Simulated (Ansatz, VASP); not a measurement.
# HgTe in VASP and in Ansatz

```
Hg Te
1.0
     0.00000    2.51714    2.51714
     2.51714    0.00000    2.51714
     2.51714    2.51714    0.00000
Hg Te
1 1
Direct
  0.00000 0.00000 0.00000
  0.50000 0.50000 0.50000
```

Change from the starting cell: volume scaled by 0.55, crystal datasets.

Alike in both runs: task single point; functional PBE; k mesh 12 × 12 × 12; occupations fermi-dirac, width 0.1 eV; no spin polarisation.

```csv
,VASP,Ansatz
version,VASP 6.6.1,Ansatz 0.2.0
potentials or method,"VASP PAW PBE potentials, release 64 (Hg, Te), cutoff 520 eV","all-electron PAW with datasets made for the crystal, scalar-relativistic"
```

```csv
,VASP,Ansatz,Ansatz less VASP
pressure (GPa),136.4,133.7,-2.69
```

Both programs put the cell under a high pressure, so it lies far from rest at this level. Ansatz ran all-electron here, and VASP with PAW potentials.

Neither program's run includes spin-orbit coupling. Noted on VASP's run: the cell as given lies far from equilibrium.
